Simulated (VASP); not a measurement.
**AlNi: single point with PBE**

AlNi:

```
Ni Al
1.0
     1.93869   -1.95319    0.00000
     1.93869    1.95319    0.00000
     0.00000    0.00000    3.09943
Ni Al
1 1
Direct
  0.50000 0.50000 0.50000
  0.00000 0.00000 0.00000
```

```
Program             : VASP 6.6.1
Task                : single point
Functional          : PBE
Potentials or basis : VASP PAW PBE potentials, release 64 (Ni, Al)
Cutoff              : 520 eV
k mesh              : 10 × 10 × 9
Occupations         : fermi-dirac, width 0.05 eV
Spin                : collinear spin, ferromagnetic start
Starting moments    : [1.0, 0.0] μB
```

```
Pressure                                              : 6.1 GPa
Net moment                                            : 0.00 μB per cell
Valence electrons inside the program's atomic spheres : Ni 9.49; Al 0.81
```

Stress tensor (GPa, compression positive):
```
9.35 0.00 0.00
0.00 7.66 0.00
0.00 0.00 1.31
```

Levels at points of the mesh, in eV from the Fermi level:
Spin up:
```csv
k point,band 4,band 5,band 6,band 7,band 8,band 9,band 10,band 11
"(0.00, 0.00, 0.00)",-1.64,-1.62,-1.34,2.95,7.06,7.10,7.18,8.66
"(0.50, 0.00, 0.00)",-2.74,-2.06,-1.51,-0.34,7.82,7.93,9.38,11.66
"(0.50, 0.50, 0.00)",-2.43,-2.43,-2.31,-0.83,2.24,3.29,10.79,13.54
```
Spin down:
```tsv
k point	band 3	band 4	band 5	band 6	band 7	band 8	band 9	band 10	band 11	band 12
(0.00, 0.00, 0.00)	-3.26	-1.64	-1.63	-1.34	2.95	7.06	7.10	7.18	8.66	14.64
(0.50, 0.00, 0.00)	-2.78	-2.74	-2.06	-1.51	-0.34	7.82	7.93	9.38	11.66	12.73
(0.50, 0.50, 0.00)	-2.43	-2.43	-2.43	-2.31	-0.83	2.24	3.29	10.79	13.54	13.67
```

It took 39 s on 1 thread of Intel(R) Xeon(R) 6975P-C (Granite Rapids), with other jobs on the host, peak memory 0.21 GiB.
